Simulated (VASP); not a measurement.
Crystal: KBr.

```
K Br
1.0
     0.00000    3.30225    3.30225
     3.30225    0.00000    3.30225
     3.30225    3.30225    0.00000
K Br
1 1
Cartesian
  0.0000 0.0000 0.0000
  3.3022 3.3022 3.3022
```

Base run:

| Item | Value |
| --- | --- |
| Program | VASP 6.6.1 |
| Functional | r2SCAN50 |
| Potentials or basis | VASP PAW PBE potentials, release 64 (K_sv, Br) |
| Cutoff | 520 eV |
| k mesh | 4 × 4 × 4 |
| Occupations | gaussian, width 0.01 eV |
| Spin | no spin polarisation |

Its results: band gap on the k mesh 8.27 eV, direct; pressure -0.2 GPa.

Question: The run is repeated on the same cell with these changes: functional from r2SCAN50 to HSE06; occupations from gaussian, width 0.01 eV to gaussian, width 0.001 eV. What comes out?

Answer: Band gap on the k mesh 5.59 eV, direct; pressure 0.5 GPa.

Caveats: the PAW data sets were made with another functional, which shifts forces and pressure a little.

